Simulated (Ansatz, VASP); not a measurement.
## Two plane-wave programs on TiAl3

```
CELL_PARAMETERS angstrom
3.95567 0.00000 0.00000
0.00000 3.95567 0.00000
0.00000 0.00000 3.95567
ATOMIC_POSITIONS crystal
Ti 0.92416 0.92416 0.00000
Al 0.50000 0.50000 0.00000
Al 0.50000 0.00000 0.50000
Al 0.00000 0.50000 0.50000
```

Alike in both runs: task single point; functional r2SCAN; k mesh 12 × 12 × 12; occupations gaussian, width 0.15 eV; no spin polarisation.

```csv
,VASP,Ansatz
version,VASP 6.6.1,Ansatz 0.2.0
potentials or method,"VASP PAW PBE potentials, release 64 (Ti_sv, Al), cutoff 520 eV","scalar-relativistic, plane waves, PAW"
valence electrons in the cell,21,21
```

Ansatz gave:

- gap on the k mesh at the Fermi level (eV): none
- pressure (GPa): 6.2
- traceless stress, the component that is largest in VASP (GPa): 4.75
- rms of the force components (eV/Å): 1.664

Question: Which values does VASP return?

Answer: gap on the k mesh at the Fermi level (eV): none; pressure (GPa): 6.1; traceless stress, the component that is largest in VASP (GPa): 4.75; rms of the force components (eV/Å): 1.673.

VASP's potentials were made for PBE, not for r2SCAN. Atom by atom the forces differ by 0.010 eV/Å (rms over components). A gap of «none» marks a metal or a gap that the smearing closes.
